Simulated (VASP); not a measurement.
**Nd2Sb2Rh: single point with PBE**

The system is Nd2Sb2Rh.

```xyz
5
Lattice="4.4225 0.0000 0.0000 -2.2112 3.8300 0.0000 0.0000 0.0000 8.3636" Properties=species:S:1:pos:R:3 pbc="T T T"
Nd    0.0000    2.5533    5.6122
Nd    2.2112    1.2767    2.7514
Sb    0.0000    2.5533    1.0978
Sb    2.2112    1.2767    7.2658
Rh    0.0000    0.0000    0.0000
```

The cell was built from a structure type or drawn by symmetry, and may not be a known phase.

```yaml
Program: VASP 6.6.1
Task: single point
Functional: PBE
Potentials_or_basis: VASP PAW PBE potentials, release 64 (Nd_3, Sb, Rh_pv), 4f in core
Cutoff: 500 eV
k_mesh: 6 × 6 × 2
Occupations: gaussian, width 0.1 eV
Spin: no spin polarisation
Dipole_correction: no
Mended: yes
Further_INCAR_settings: ALGO = Normal; EDIFF = 1e-06; NBANDS = 32
```

```
Pressure               : 0.1 GPa
Largest force          : 0.042 eV/Å
Band gap on the k mesh : zero (an odd number of electrons rules out a gap without spin polarisation)
```

Forces in eV/Å, atoms in the order of the input:
```
Nd   0.000  0.000 -0.022
Nd   0.000  0.000  0.022
Sb   0.000  0.000 -0.042
Sb   0.000  0.000  0.042
Rh   0.000  0.000  0.000
```

Levels at points of the mesh, in eV from the Fermi level:
```csv
k point,band 20,band 21,band 22,band 23,band 24,band 25,band 26,band 27
"(0.00, 0.00, 0.00)",-1.68,-1.64,-1.46,-0.18,0.12,0.12,0.17,0.86
"(0.50, 0.00, 0.00)",-2.50,-2.40,-2.23,-0.64,0.32,0.63,0.69,1.17
"(0.00, 0.00, 0.50)",-1.58,-1.46,-1.46,-0.31,-0.31,0.55,0.55,0.64
"(0.50, 0.00, 0.50)",-2.40,-2.35,-2.12,-0.63,0.19,0.23,1.18,1.62
```

It took 44 s on 1 thread of Intel(R) Xeon(R) Platinum 8488C (Sapphire Rapids), with other jobs on the host, peak memory 0.27 GiB.

Caveat: the k points lie up to 0.38 Å⁻¹ apart, too coarse for converged energies and pressures of a metal; spin-orbit coupling is left out, which moves the levels of the heavy elements; the 4f electrons are frozen in the core, so they carry no moment and show no levels. Spin polarisation is off, so any magnetic state and its effect on volume and gap are missing.
